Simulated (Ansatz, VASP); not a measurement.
**W in VASP and in Ansatz**

Contents of POSCAR:

```
W
1.0
   -1.5848038465      1.5848038465      1.5848038465
    1.5848038465     -1.5848038465      1.5848038465
    1.5848038465      1.5848038465     -1.5848038465
W
1
Direct
    0.0000000000      0.0000000000      0.0000000000
```

The input INCAR.step1:

```
SYSTEM = W
PREC     = Accurate       ! precision mode
ENCUT    = 520            ! plane-wave cutoff, eV
ISMEAR   = -1             ! smearing method
SIGMA    = 0.1            ! smearing width, eV
LREAL    = .FALSE.        ! projectors in reciprocal space
LASPH    = .TRUE.         ! aspherical terms in the spheres
NELM     = 80             ! most SCF steps
NBANDS   = 13             ! bands
GGA      = PE             ! functional
ALGO     = Normal         ! electronic algorithm
EDIFF    = 1E-4           ! SCF threshold, eV
LWAVE    = .TRUE.         ! write WAVECAR
LCHARG   = .FALSE.        ! write CHGCAR
```

INCAR.step2

```
SYSTEM = W
PREC     = Accurate       ! precision mode
ENCUT    = 520            ! plane-wave cutoff, eV
EDIFF    = 1E-7           ! SCF threshold, eV
ISMEAR   = -1             ! smearing method
SIGMA    = 0.1            ! smearing width, eV
LREAL    = .FALSE.        ! projectors in reciprocal space
LASPH    = .TRUE.         ! aspherical terms in the spheres
NELM     = 80             ! most SCF steps
ALGO     = Normal         ! electronic algorithm
ISIF     = 2              ! what is computed and relaxed
LWAVE    = .FALSE.        ! write WAVECAR
LCHARG   = .FALSE.        ! write CHGCAR
METAGGA  = R2SCAN         ! meta-GGA
LMIXTAU  = .TRUE.       
NBANDS   = 13             ! bands
ISTART   = 1
```

The input KPOINTS:

```
regular mesh
0
G
  15 15 15
  0 0 0
```

Input for Ansatz:

```yaml
crystal:
  lattice:
    - [-1.5848038465, 1.5848038465, 1.5848038465]
    - [1.5848038465, -1.5848038465, 1.5848038465]
    - [1.5848038465, 1.5848038465, -1.5848038465]
  atoms:
    - { symbol: W, position: [0.0, 0.0, 0.0] }
hamiltonian:
  xc: r2scan
  pseudopotentials:
    kind: paw
    azcp:
      W: "pseudopotentials/W.paw.azcp"
basis:
  ecutwfc: 500
  fft_grid_basis: typed
kpoints:
  mp_grid: { grid: [15, 15, 15], shift: [0, 0, 0] }
magnetization:
  spin_polarized: false
scf:
  occupations: { method: fermi_dirac, width: 0.1 }
  lower_state_search: "off"
output:
  stress: true
  write_density: true
  write_potential: true
  elf: true
  volumetric_format: npy
```

Alike in both runs: task single point; functional r2SCAN; k mesh 15 × 15 × 15; occupations fermi-dirac, width 0.1 eV; no spin polarisation.

```csv
,VASP,Ansatz
version,VASP 6.6.1,Ansatz 0.2.0
potentials or method,"VASP PAW PBE potentials, release 64 (W_sv), cutoff 520 eV","plane waves (500 eV) with PAW, scalar-relativistic"
valence electrons in the cell,14,14
```

```csv
,VASP,Ansatz,Ansatz less VASP
pressure (GPa),1.0,-0.2,-1.22
```

VASP's potentials were made for PBE, not for r2SCAN.

Neither program's run includes spin-orbit coupling.
